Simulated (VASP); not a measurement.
Wanted: the native input for a VASP 6.6.1 run.

* Task: single point
* Functional: PBE
* Dispersion: D3(BJ)
* Potentials or basis: VASP PAW PBE potentials, release 64 (H, C, N, Cl, O)
* Cutoff: 520 eV
* k mesh: 6 × 4 × 4
* Occupations: gaussian, width 0.02 eV
* Spin: no spin polarisation
* Dipole correction: no
* Further INCAR settings: ALGO = Normal; EDIFF = 1e-07; NBANDS = 39

The structure of H4C6NClO2 lies in POSCAR:

```
H4C6NClO2
1.0
    3.7273034275      0.0057125617     -0.0048804169
    0.0706719753      7.0036647696      0.0360369310
    1.2354613048      3.3918288915      6.0790267895
H C N Cl O
4 6 1 1 2
Direct
    0.7973897333      0.5952534020      0.0497207807
    0.5407966328      0.4020334795      0.8289481008
    0.8418645913      0.7675447161      0.5300142883
    0.0168195819      0.9113563263      0.0857625513
    0.7391142741      0.5456157969      0.2246535346
    0.5680945663      0.3387846286      0.3819457449
    0.4975565933      0.2807850148      0.6054597587
    0.5959193406      0.4394666945      0.6577515849
    0.7656228464      0.6416874797      0.4925525170
    0.3344925685      0.0574189388      0.7886411656
    0.8376460780      0.6920776643      0.2796675095
    0.4369545217      0.1710256720      0.2862450132
    0.4032557284      0.8885028225      0.7830246655
    0.1229829434      0.0693173642      0.9525427851
```

One way to write it, as run:

INCAR

```
PREC = Accurate ; ENCUT = 520
EDIFF = 1E-7 ; ISMEAR = 0
SIGMA = 0.02 ; LREAL = F
LASPH = T ; NELM = 60
ALGO = Normal ; ISIF = 2
LWAVE = F ; LCHARG = F
GGA = PE ; IVDW = 12
NBANDS = 39
```

KPOINTS

```
regular mesh
0
Gamma
  6 4 4
```

Potentials or basis: VASP PAW PBE potentials, release 64 (H, C, N, Cl, O).

The run is started by

```bash
$ cat potpaw_PBE.64/H/POTCAR potpaw_PBE.64/C/POTCAR potpaw_PBE.64/N/POTCAR potpaw_PBE.64/Cl/POTCAR potpaw_PBE.64/O/POTCAR > POTCAR
$ mpirun -np 1 vasp_std > vasp.out
```

It gave:

* Pressure: 0.2 GPa
* Largest force: 0.452 eV/Å
* Band gap on the k mesh: 3.11 eV (least direct gap 3.23 eV)
* Dispersion energy per atom: -0.088 eV

Run time: 12 min on 1 thread of Intel Xeon 8259CL, with other jobs on the host, peak memory 0.47 GiB.
